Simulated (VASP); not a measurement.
# ZnAu (Pm-3m) in VASP: a series of runs

ZnAu is run at these levels: PBEsol, PBEsol+U; tasks: single point, relaxation of cell and atoms.

All numbers are computed with VASP 6.6.1; they aren't measurements. Logs are shortened: lines on timing, memory, paths and dates and some standing lists are left out, and cuts for length are marked.

### 1 The cell of the first run

It takes space group Pm-3m (No. 221, cubic). The conventional cell has a = 3.129 Å, b = 3.129 Å, c = 3.129 Å, α = 90.00°, β = 90.00°, γ = 90.00°. Zn (site symmetry m-3m) has 8 Au at 2.71 Å and 6 Zn at 3.13 Å within 3.6 Å. Au (site symmetry m-3m) has 8 Zn at 2.71 Å and 6 Au at 3.13 Å within 3.6 Å.

### 2 Single point, PBEsol

File INCAR:

```
PREC     = Accurate       # precision mode
ENCUT    = 520            # plane-wave cutoff, eV
EDIFF    = 1E-6           # SCF threshold, eV
ISMEAR   = -1             # smearing method
SIGMA    = 0.05           # smearing width, eV
LREAL    = F              # projectors in reciprocal space
LASPH    = T              # aspherical terms in the spheres
NELM     = 80             # most SCF steps
ALGO     = Normal         # electronic algorithm
ISIF     = 2              # what is computed and relaxed
LWAVE    = F              # write WAVECAR
LCHARG   = F              # write CHGCAR
GGA      = PS             # functional
NBANDS   = 18             # bands
```

File KPOINTS:

```
Automatic mesh
0
Gamma
  13 13 13
```

File POSCAR:

```
ZnAu
1.0
    3.1285185988      0.0000000000      0.0000000000
    0.0000000000      3.1285185988      0.0000000000
    0.0000000000      0.0000000000      3.1285185988
Zn Au
1 1
Direct
    0.5000000000      0.5000000000      0.5000000000
    0.0000000000      0.0000000000      0.0000000000
```

Potentials or basis: VASP PAW PBE potentials, release 64 (Zn, Au).

Started as:

```console
> cat potpaw_PBE.64/Zn/POTCAR potpaw_PBE.64/Au/POTCAR > POTCAR
> mpirun -np 1 vasp_std > vasp.out
```

OUTCAR:

```text
PREC = Accurate
   ENCUT = 520
   EDIFF = 1E-6
   ISMEAR = -1
   LREAL = F
   LASPH = T
   NELM = 80
   ISIF = 2
   GGA = PS

 ion  position               nearest neighbor table
   1  0.500  0.500  0.500-   2 2.71   2 2.71   2 2.71   2 2.71   2 2.71   2 2.71   2 2.71   2 2.71

   2  0.000  0.000  0.000-   1 2.71   1 2.71   1 2.71   1 2.71   1 2.71   1 2.71   1 2.71   1 2.71

  LATTYP: Found a simple cubic cell.
 ALAT       =     3.1285185988

  Lattice vectors:

 A1 = (   3.1285185988,   0.0000000000,   0.0000000000)
 A2 = (   0.0000000000,   3.1285185988,   0.0000000000)
 A3 = (   0.0000000000,   0.0000000000,   3.1285185988)

Analysis of symmetry for initial positions (statically):
=====================================================================
 Subroutine PRICEL returns:
 Original cell was already a primitive cell.

 Routine SETGRP: Setting up the symmetry group for a
 simple cubic supercell.

 Subroutine GETGRP returns: Found 48 space group operations
 (whereof 48 operations were pure point group operations)
 out of a pool of 48 trial point group operations.

The static configuration has the point symmetry O_h .

Analysis of symmetry for dynamics (positions and initial velocities):
=====================================================================
 Subroutine PRICEL returns:
 Original cell was already a primitive cell.

 Routine SETGRP: Setting up the symmetry group for a
 simple cubic supercell.

 Subroutine GETGRP returns: Found 48 space group operations
 (whereof 48 operations were pure point group operations)
 out of a pool of 48 trial point group operations.

The dynamic configuration has the point symmetry O_h .

 Subroutine INISYM returns: Found 48 space group operations
 (whereof 48 operations are pure point group operations),
 and found     1 'primitive' translations

----------------------------------------------------------------------------------------

                                     Primitive cell

  volume of cell :      30.6208

  direct lattice vectors                    reciprocal lattice vectors
     3.128518599  0.000000000  0.000000000     0.319640101  0.000000000  0.000000000
     0.000000000  3.128518599  0.000000000     0.000000000  0.319640101  0.000000000
     0.000000000  0.000000000  3.128518599     0.000000000  0.000000000  0.319640101

  length of vectors
     3.128518599  3.128518599  3.128518599     0.319640101  0.319640101  0.319640101
[... 78 lines left out ...]
   LASPH  =      T    aspherical Exc in radial PAW
   ENCUT  =  520.0 eV  38.22 Ry    6.18 a.u.   5.82  5.82  5.82*2*pi/ulx,y,z
   NELM   =     80;   NELMIN=  2; NELMDL= -5     # of ELM steps
   EDIFF  = 0.1E-05   stopping-criterion for ELM
   LREAL  =      F    real-space projection
   EDIFFG = 0.1E-04   stopping-criterion for IOM
   NSW    =      0    number of steps for IOM
   IBRION =     -1    ionic relax: 0-MD 1-quasi-New 2-CG
   NFREE  =      0    steps in history (QN), initial steepest desc. (CG)
   ISIF   =      2    stress and relaxation
   ISYM   =      2    0-nonsym 1-usesym 2-fastsym
   POTIM  = 0.5000    time-step for ionic-motion
   TEBEG  =    0.0;   TEEND  =   0.0 temperature during run
   PSTRESS=    0.0 pullay stress
   NELECT =      23.0000    total number of electrons
   NUPDOWN=      -1.0000    fix difference up-down
   EMIN   =  10.00;   EMAX   =-10.00  energy-range for DOS
   EFERMI =   0.00;   METHOD = LEGACY
   ISMEAR =    -1;   SIGMA  =   0.05  broadening in eV -4-tet -1-fermi 0-gaus
   EFERMI_NEDOS =   21; number of points for ismear=-14 and -15
   IALGO  =     38    algorithm
   IMIX   =      4    mixing-type and parameters
     AMIX     =   0.40;   BMIX     =  1.00
     AMIX_MAG =   1.60;   BMIX_MAG =  1.00
  volume/ion in A,a.u.               =      15.31       103.32
  Fermi-wavevector in a.u.,A,eV,Ry     =   1.488145  2.812187 30.131146  2.214577
  Thomas-Fermi vector in A             =   2.601217
   LORBIT       =      0    0 simple, 1 ext, 2 COOP (PROOUT), +10 PAW based schemes
   GGA     = PS    functional components
   LHFCALC =     F    Hartree Fock is set to
   AEXX    =    0.0000 exact exchange contribution
   IVDW    =     0    specifies the selected vdW correction
   LEPSILON=     F    determine dielectric tensor
   LRPA    =     F    only Hartree local field effects (RPA)
 non-spin polarized calculation
  energy-cutoff  :      520.00
  volume of cell :       30.62
 maximum number of plane-waves:       840
 NGX is ok and might be reduce to    24
   NGX = 11   NGY = 11   NGZ = 11

 number of electron      22.9999974 magnetization

 Free energy of the ion-electron system (eV)
  ---------------------------------------------------
  ext. energy  EPLUGINS =         0.00000000
  ---------------------------------------------------
  free energy    TOTEN  =        -5.95343323 eV

  energy without entropy =       -5.94721515  energy(sigma->0) =       -5.95032419

 E-fermi :   7.1792     XC(G=0): -12.6362

 val. band max:        7.1273082120   @ k =   0.4615   0.3846   0.2308
 cond. band min:       7.2062540074   @ k =   0.4615   0.3077   0.3077
 fundamental gap:      0.0789457954
 Fermi energy:         7.1791773654

 k-point     1 :       0.0000    0.0000    0.0000
  band No.  band energies     occupation
      1      -3.6985      2.00000
      2      -1.0584      2.00000
      3      -1.0584      2.00000
      4      -0.3133      2.00000
      5      -0.3133      2.00000
      6      -0.3133      2.00000
[... 481 lines left out ...]
      5      -0.1977      2.00000
      6       0.4983      2.00000
[... 10 lines left out ...]
     17      21.0710      0.00000
     18      21.4074      0.00000

 [... further k-points ...]

------------------------ aborting loop because EDIFF is reached ----------------------------------------

  FORCE on cell =-STRESS in cart. coord.  units (eV):
  Direction    XX          YY          ZZ          XY          YZ          ZX
  --------------------------------------------------------------------------------------
  -------------------------------------------------------------------------------------
  Total        0.0255912      0.0255912      0.0255912      0.0000000      0.0000000     -0.0000000
  in kB        1.3390142      1.3390142      1.3390142      0.0000000      0.0000000     -0.0000000
  external PRESSURE =       1.3390142 kB  Pullay stress =       0.0000000 kB

 VOLUME and BASIS-vectors are now :
 -----------------------------------------------------------------------------
  energy-cutoff  :      520.00
  volume of cell :       30.62
      direct lattice vectors                 reciprocal lattice vectors
     3.128518599  0.000000000  0.000000000     0.319640101  0.000000000  0.000000000
     0.000000000  3.128518599  0.000000000     0.000000000  0.319640101  0.000000000
     0.000000000  0.000000000  3.128518599     0.000000000  0.000000000  0.319640101

 POSITION                                       TOTAL-FORCE (eV/Angst)
 -----------------------------------------------------------------------------------
      1.56426      1.56426      1.56426         0.000000      0.000000      0.000000
      0.00000      0.00000      0.00000         0.000000      0.000000      0.000000
 -----------------------------------------------------------------------------------
    total drift:                                0.000000      0.000000     -0.000000

  FREE ENERGIE OF THE ION-ELECTRON SYSTEM (eV)
  ---------------------------------------------------
  free  energy   TOTEN  =        -5.9534332300 eV

  energy  without entropy=       -5.9472151474  energy(sigma->0) =       -5.95032419
```

It took 35 s on 1 thread of Intel Xeon 8259CL, shared host; peak memory 0.17 GiB.

What came out:

```yaml
Free_energy: -5.9534 eV
Pressure: 0.1 GPa
Band_gap_on_the_k_mesh: zero (an odd number of electrons rules out a gap without spin polarisation)
```

Caveat: the PAW data sets were made with another functional, which shifts forces and pressure a little; spin-orbit coupling is left out, which moves the levels of the heavy elements.

### 3 Single point, PBEsol

File INCAR:

```
SYSTEM = ZnAu
  PREC = Accurate
  ENCUT = 520
  EDIFF = 1E-7
  ISMEAR = -1
  SIGMA = 0.05
  LREAL = .False.
  LASPH = .True.
  NELM = 80
  ALGO = Normal
  ISIF = 2
  LWAVE = .False.
  LCHARG = .False.
  GGA = PS
  NBANDS = 18
```

File KPOINTS:

```
regular mesh
0
Gamma
  13 13 13
  0 0 0
```

POSCAR is that of step 2.

Potentials or basis: VASP PAW PBE potentials, release 64 (Zn, Au).

Started as:

```console
> cat potpaw_PBE.64/Zn/POTCAR potpaw_PBE.64/Au/POTCAR > POTCAR
> mpirun -np 1 vasp_std > vasp.out
```

Run time: 39 s. Hardware: 1 thread of Intel Xeon 8259CL, shared host; peak memory 0.17 GiB.

It converged, with:

* Free energy: -5.9534 eV
* Pressure: 0.2 GPa
* Band gap on the k mesh: zero (an odd number of electrons rules out a gap without spin polarisation)

Levels at points of the mesh, in eV from the Fermi level:
```csv
k point,band 8,band 9,band 10,band 11,band 12,band 13,band 14,band 15
"(0.00, 0.00, 0.00)",-5.53,-3.80,-3.80,-3.80,4.93,4.93,4.93,9.00
```

Caveat: the PAW data sets were made with another functional, which shifts forces and pressure a little; spin-orbit coupling is left out, which moves the levels of the heavy elements.

### 4 Single point, PBEsol+U

File INCAR:

```
  ALGO = Normal
  EDIFF = 1E-6
  ENCUT = 520
  GGA = PS
  ISIF = 2
  ISMEAR = -1
  LASPH = T
  LCHARG = T
  LDAU = T
  LDAUJ = 0 0
  LDAUL = -1 2
  LDAUPRINT = 1
  LDAUTYPE = 2
  LDAUU = 0 2
  LELF = T
  LMAXMIX = 4
  LREAL = F
  LVHAR = T
  LWAVE = F
  NBANDS = 18
  NELM = 150
  PREC = Accurate
  SIGMA = 0.05
```

File KPOINTS:

```
k-points
0
Gamma
  13 13 13
```

POSCAR is that of step 3.

Started as:

```console
> cat potpaw_PBE.64/Zn/POTCAR potpaw_PBE.64/Au/POTCAR > POTCAR
> mpirun -np 1 vasp_std > vasp.out
```

Run time: 38 s. Hardware: 1 thread of Intel Xeon 8259CL, shared host; peak memory 0.17 GiB.

Results (log left out):

```yaml
Free_energy: -4.8958 eV
Pressure: -0.6 GPa
Band_gap_on_the_k_mesh: zero (an odd number of electrons rules out a gap without spin polarisation)
```

Levels at points of the mesh, in eV from the Fermi level:
```csv
k point,band 7,band 8,band 9,band 10,band 11,band 12,band 13,band 14,band 15,band 16
"(0.00, 0.00, 0.00)",-5.81,-5.81,-4.16,-4.16,-4.16,5.06,5.06,5.06,9.14,12.14
```

Eigenvalues of the final occupation matrices:
```csv
site,spin,trace,eigenvalues
site 2 d,1,4.42,0.88 0.88 0.88 0.90 0.90
site 2 d,2,4.42,0.88 0.88 0.88 0.90 0.90
```

Caveat: the PAW data sets were made with another functional, which shifts forces and pressure a little; spin-orbit coupling is left out, which moves the levels of the heavy elements; U without spin polarisation on a metal has little footing; the U is typed as a test and isn't derived for this compound.

### 5 Relaxation of cell and atoms, PBEsol

This run uses another cell than the first one, of 15.58 Å³/atom.

File INCAR:

```
SYSTEM = ZnAu
ALGO = Normal ; EDIFF = 1E-7
EDIFFG = -0.005 ; ENCUT = 600
GGA = PS ; IBRION = 2
ISIF = 3 ; ISMEAR = -1
LASPH = .TRUE. ; LCHARG = .FALSE.
LREAL = .FALSE. ; LWAVE = .FALSE.
NELM = 100 ; NSW = 70
PREC = Accurate ; SIGMA = 0.05
```

File KPOINTS:

```
k-points
0
G
  13 13 13
  0 0 0
```

File POSCAR:

```
ZnAu
1.0
    3.1470000000      0.0000000000      0.0000000000
    0.0000000000      3.1470000000      0.0000000000
    0.0000000000      0.0000000000      3.1470000000
Zn Au
1 1
Direct
    0.5000000000      0.5000000000      0.5000000000
    0.0000000000      0.0000000000      0.0000000000
```

Started as:

```console
> cat potpaw_PBE.64/Zn/POTCAR potpaw_PBE.64/Au/POTCAR > POTCAR
> mpirun -np 1 vasp_std > vasp.out
```

Wall time 2.7 min (1 thread of Intel Xeon 8259CL, shared host); peak memory 0.2 GiB.

The run converged. Its results:

| Quantity | Value |
| --- | --- |
| Free energy | -5.9533 eV |
| Relaxed volume | 15.33 Å³/atom |
| Relaxed cell | a = 3.130 Å, b = 3.130 Å, c = 3.130 Å, α = 90.00°, β = 90.00°, γ = 90.00° |
| Space group after relaxing (to 0.1 Å) | Pm-3m (No. 221) |
| Energy gained by relaxing | 1.8 meV/atom |
| Ionic steps | 3 |
| Pressure after relaxing | 0.0 GPa |
| Band gap on the k mesh | zero (an odd number of electrons rules out a gap without spin polarisation) |

Step by step:
```csv
step,energy change (eV),largest force (eV/Å),pressure (GPa),volume (Å³)
1,0.0000,0.0000,-2.23,31.17
2,-0.0004,0.0000,2.25,30.20
3,-0.0036,0.0000,0.01,30.66
```

Final structure:
```
Zn Au
1.0
     3.12998    0.00000    0.00000
     0.00000    3.12998    0.00000
     0.00000    0.00000    3.12998
Zn Au
1 1
Cartesian
  1.5650 1.5650 1.5650
  0.0000 0.0000 0.0000
```

Levels at points of the mesh, in eV from the Fermi level:
| k point | band 7 | band 8 | band 9 | band 10 | band 11 | band 12 | band 13 | band 14 | band 15 |
| --- | --- | --- | --- | --- | --- | --- | --- | --- | --- |
| (0.00, 0.00, 0.00) | -5.52 | -5.52 | -3.80 | -3.80 | -3.80 | 4.93 | 4.93 | 4.93 | 8.98 |

Caveat: the PAW data sets were made with another functional, which shifts forces and pressure a little; spin-orbit coupling is left out, which moves the levels of the heavy elements.

### 6 Overview

| task | level | U | cell | cutoff (eV) | gap on the mesh (eV) | pressure (GPa) |
| --- | --- | --- | --- | --- | --- | --- |
| single point | PBEsol | - | a = 3.129 Å, 2 atoms | 520 | none | 0.2 |
| single point | PBEsol+U | Au d U = 2.0 eV | a = 3.129 Å, 2 atoms | 520 | none | -0.6 |
| relaxation of cell and atoms | PBEsol | - | relaxed from a = 3.147 Å, 2 atoms | 600 | none | 0.0 |

Alike in all rows: potentials or basis VASP PAW PBE potentials, release 64 (Zn, Au); no spin polarisation; k mesh 13 × 13 × 13; smearing fermi-dirac 0.05 eV.

Caveats: the PAW data sets were made with another functional, which shifts forces and pressure a little; spin-orbit coupling is left out, which moves the levels of the heavy elements; U without spin polarisation on a metal has little footing (at least some runs); the U is typed as a test and isn't derived for this compound (at least some runs).

Absolute energies hang on the potentials; compare differences alone.

The gap in the log of VASP goes by the Fermi energy; the results here count the filled bands.